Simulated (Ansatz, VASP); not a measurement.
## Two plane-wave programs on MgSb2

```
Mg Sb
1.0
     4.80477   -3.00815    0.00000
     4.80477    3.00815    0.00000
     0.00000    0.00000    5.73484
Mg Sb
2 4
Direct
  0.31588 0.68412 0.75000
  0.68412 0.31588 0.25000
  0.63457 0.03378 0.75000
  0.96622 0.36543 0.75000
  0.03378 0.63457 0.25000
  0.36543 0.96622 0.25000
```

Alike in both runs: task single point; functional PBEsol; k mesh 4 × 4 × 4; occupations fermi-dirac, width 0.1 eV; no spin polarisation.

|  | VASP | Ansatz |
| --- | --- | --- |
| version | VASP 6.6.1 | Ansatz 0.2.0 |
| potentials or method | VASP PAW PBE potentials, release 64 (Mg, Sb), cutoff 520 eV | plane waves, PAW |
| valence electrons in the cell | 24 | 80 |

VASP gave:

| Item | Value |
| --- | --- |
| pressure (GPa) | -4.9 |
| traceless stress, the component that is largest in VASP (GPa) | -0.62 |

Q: What did Ansatz give for the same quantities?

A: Pressure (GPa): -4.9; traceless stress, the component that is largest in VASP (GPa): -0.60.

VASP's potentials were made for PBE, not for PBEsol. With one functional, cell and mesh, what is left measures potentials, basis and numerics. VASP's potentials hold 24 valence electrons a cell and Ansatz's 80, so a difference there can come from the potentials and not from the codes.

Spin-orbit coupling is off throughout.
